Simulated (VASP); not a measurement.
Runs of VASP 6.6.1 on W. The structure is that of space group R-3m (No. 166), or close to it. The cells are those of the table. 

```csv
cell,further INCAR settings,gap on the mesh (eV),pressure (GPa)
"a = 3.272 Å, angles 116.4°, 1 atom",ALGO = Fast; EDIFF = 1e-07; NBANDS = 13,none,145.9
"a = 2.892 Å, angles 112.6°, 1 atom",ALGO = Fast; EDIFF = 1e-06; NBANDS = 13,none,(a)
"a = 2.466 Å, angles 100.1°, 1 atom",ALGO = Fast; EDIFF = 1e-06; NBANDS = 13,none,78.5
"a = 2.719 Å, angles 105.4°, 1 atom",ALGO = Fast; EDIFF = 1e-06; NBANDS = 13,none,-12.7
"a = 2.607 Å, angles 100.1°, 1 atom",ALGO = Fast; EDIFF = 1e-06; NBANDS = 13,none,11.0
"a = 2.566 Å, angles 86.0°, 1 atom",ALGO = Fast; EDIFF = 1e-06; NBANDS = 13,none,22.7
"a = 3.129 Å, angles 114.8°, 1 atom",ALGO = Fast; EDIFF = 1e-06; NBANDS = 13,none,(c)
"a = 2.930 Å, angles 112.6°, 1 atom",ALGO = Fast; EDIFF = 1e-07; NBANDS = 13,none,0.4
"a = 2.685 Å, angles 105.4°, 1 atom",ALGO = Fast; EDIFF = 1e-06; NBANDS = 13,none,-3.3
"a = 2.923 Å, angles 114.8°, 1 atom",ALGO = Fast; EDIFF = 1e-06; NBANDS = 13,none,(b)
"a = 2.427 Å, angles 86.0°, 1 atom",ALGO = Fast; EDIFF = 1e-06; NBANDS = 13,none,(d)
"a = 2.599 Å, angles 86.0°, 1 atom",ALGO = Fast; EDIFF = 1e-07; NBANDS = 13,none,11.7
```

Alike in all rows: task single point; level PBE; potentials or basis VASP PAW PBE potentials, release 64 (W_sv); no spin polarisation; k mesh 22 × 22 × 22; cutoff (eV) 520; smearing gaussian 0.15 eV.

**Question.** Fill in the values left out.

**Answer.** (a) 12.4; (b) 132.5; (c) 32.7; (d) 93.1.

Caveats: spin-orbit coupling is left out, which moves the levels of the heavy elements.

A k mesh can miss the band edges, and the runs leave out spin-orbit coupling on W.

A gap of «none» marks levels without a gap at the run's occupations.
